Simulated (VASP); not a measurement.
A run of VASP 6.6.1 is set up as follows.

The input INCAR:

```
SYSTEM = Li
ALGO = Normal
EDIFF = 1E-6
ENCUT = 520
GGA = PE
ISIF = 2
ISMEAR = -1
LASPH = .True.
LCHARG = .False.
LREAL = .False.
LWAVE = .False.
NBANDS = 10
NELM = 60
PREC = Accurate
SIGMA = 0.05
```

The input KPOINTS:

```
k-points
0
Gamma
  11 11 6
  0 0 0
```

POSCAR

```
Li
1.0
    3.0646488937      0.0000000000      0.0000000000
   -1.5323244468      2.6540637956      0.0000000000
    0.0000000000      0.0000000000      4.9647312077
Li
2
Direct
    0.2333333333      0.6166666667      0.1750000000
    0.7666666667      0.3833333333      0.8250000000
```

Potentials or basis: VASP PAW PBE potentials, release 64 (Li_sv).

Command:

```sh
$ cat potpaw_PBE.64/Li_sv/POTCAR > POTCAR
$ mpirun -np 1 vasp_std > vasp.out
```

Question: Estimate the largest force.

Answer: 1.381 eV/Å.

Question: Predict the band gap on the k mesh.

Answer: Zero (bands 3 and 4 overlap by 3.38 eV).

Forces on the atoms (eV/Å):
```
Li   0.320  0.185  1.331
Li  -0.320 -0.185 -1.331
```

Caveat: the cell differs from its parent crystal (shortest bond scaled by 0.7); forces of over 1 eV/Å act on the atoms, so gaps and moduli don't describe the material at rest.
